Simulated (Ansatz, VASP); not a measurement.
One calculation of Cr, two programs

```
CELL_PARAMETERS angstrom
-1.44195 1.44195 1.44195
1.44195 -1.44195 1.44195
1.44195 1.44195 -1.44195
ATOMIC_POSITIONS crystal
Cr 0.00000 0.00000 0.00000
```

Alike in both runs: task relaxation of cell and atoms; functional PBE; k mesh 10 × 10 × 10; occupations gaussian, width 0.1 eV; no spin polarisation.

```csv
,VASP,Ansatz
version,VASP 6.6.1,Ansatz 0.2.0
potentials or method,"VASP PAW PBE potentials, release 64 (Cr_pv), cutoff 500 eV","scalar-relativistic, plane waves, PAW"
valence electrons in the cell,12,14
```

|  | VASP | Ansatz | Ansatz less VASP |
| --- | --- | --- | --- |
| gap on the k mesh at the Fermi level, each at its own relaxed structure (eV) | none | none | - |
| relaxed volume (Å³/atom) | 11.55 | 11.57 | +0.017 |
| relaxed cell length with the largest relative difference (Å) | 2.467 | 2.468 | +0.0012 |

A gap of «none» marks a metal or a gap that the smearing closes. VASP's potentials hold 12 valence electrons a cell and Ansatz's 14, so a difference there can come from the potentials and not from the codes.
